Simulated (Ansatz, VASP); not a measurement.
## AlN: VASP beside Ansatz

The input POSCAR:

```
AlN
1.0
    0.0000000000      2.1848764208      2.0782544515
    2.1848764208      0.0000000000      2.0782544515
    2.1848764208      2.1848764208      0.0000000000
Al N
1 1
Direct
    0.0000000000      0.0000000000      0.0000000000
    0.2500000000      0.2500000000      0.2500000000
```

File INCAR.step1:

```
SYSTEM = AlN
PREC = Accurate
ENCUT = 520
ISMEAR = 0
SIGMA = 0.01
LREAL = .FALSE.
LASPH = .TRUE.
NELM = 80
NBANDS = 11
GGA = PE
ALGO = Normal
EDIFF = 1E-4
LWAVE = .TRUE.
LCHARG = .FALSE.
```

INCAR.step2

```
SYSTEM = AlN
PREC = Accurate
ENCUT = 520
EDIFF = 1E-6
ISMEAR = 0
SIGMA = 0.01
LREAL = .FALSE.
LASPH = .TRUE.
NELM = 80
ALGO = Normal
ISIF = 2
LWAVE = .FALSE.
LCHARG = .FALSE.
METAGGA = R2SCAN
LMIXTAU = .TRUE.
NBANDS = 11
ISTART = 1
```

The input KPOINTS:

```
regular mesh
0
G
  10 10 10
  0 0 0
```

Input for Ansatz:

```yaml
crystal:
  lattice:
    - [0.0, 2.1848764208, 2.0782544515]
    - [2.1848764208, 0.0, 2.0782544515]
    - [2.1848764208, 2.1848764208, 0.0]
  atoms:
    - { symbol: Al, position: [0.0, 0.0, 0.0] }
    - { symbol: "N", position: [0.25, 0.25, 0.25] }
kpoints:
  mp_grid: { grid: [10, 10, 10] }
  band_path:
    path:
      - [0.0, 0.0, 0.0]
      - [-0.5, -0.5, 0.0]
      - [-0.375, -0.375, 0.25]
      - [-0.375, 0.0, 0.375]
      - [0.0, 0.0, 0.5]
      - [-0.5, -0.25, 0.25]
    npoints: 1
hamiltonian:
  xc: r2scan
scf:
  occupations: { method: fixed }
  n_extra_bands: 4
output:
  forces: true
  stress: true
  eigenvalues: true
```

Change from the starting cell: uniaxial_z strain -4.9%.

Alike in both runs: task single point; functional r2SCAN; k mesh 10 × 10 × 10; no spin polarisation.

|  | VASP | Ansatz |
| --- | --- | --- |
| version | VASP 6.6.1 | Ansatz 0.2.0 |
| potentials or method | VASP PAW PBE potentials, release 64 (Al, N) | plane waves, PAW |
| plane-wave cutoff (eV) | 520 | 500 |
| occupations | gaussian, width 0.01 eV | fixed |
| valence electrons in the cell | 8 | 8 |

```tsv
	VASP	Ansatz	Ansatz less VASP
gap on the k mesh at the Fermi level (eV)	3.70	3.71	+0.009
pressure (GPa)	11.0	11.3	+0.35
traceless stress, the component that is largest in VASP (GPa)	3.91	3.91	-0.004
```

VASP's potentials were made for PBE, not for r2SCAN.
